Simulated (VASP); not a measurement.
Input of a VASP 6.6.1 run:

POSCAR

```
Al
1.0
    2.7069810532      0.0000000000      0.0000000000
    0.0000000000      2.7069810532      0.0000000000
    0.0000000000      0.0000000000      2.7069810532
Al
1
Direct
    0.0000000000      0.0000000000      0.0000000000
```

The input INCAR.step1:

```
  PREC = Accurate
  ENCUT = 520
  ISMEAR = 0
  SIGMA = 0.05
  LREAL = False
  LASPH = True
  NELM = 100
  NBANDS = 8
  GGA = PE
  ALGO = Normal
  EDIFF = 1E-4
  LWAVE = True
  LCHARG = False
```

Contents of INCAR.step2:

```
  PREC = Accurate
  ENCUT = 520
  EDIFF = 1E-7
  ISMEAR = 0
  SIGMA = 0.05
  LREAL = False
  LASPH = True
  NELM = 100
  ALGO = Normal
  ISIF = 2
  LWAVE = False
  LCHARG = False
  METAGGA = R2SCAN
  LMIXTAU = True
  NBANDS = 8
  ISTART = 1
```

The input KPOINTS:

```
Automatic mesh
0
Gamma
  18 18 18
```

Potentials or basis: VASP PAW PBE potentials, release 64 (Al).

The run is started by

```console
$ cat potpaw_PBE.64/Al/POTCAR > POTCAR
$ cp INCAR.step1 INCAR
$ mpirun -np 1 vasp_std > vasp.out
$ cp INCAR.step2 INCAR
$ mpirun -np 1 vasp_std > vasp.out
```

(1) Estimate the pressure.

(2) Estimate the band gap on the k mesh.

Results:

(1) -0.2 GPa.

(2) zero (an odd number of electrons rules out a gap without spin polarisation).

Caveat: the PAW data sets were made with another functional, which shifts forces and pressure a little.
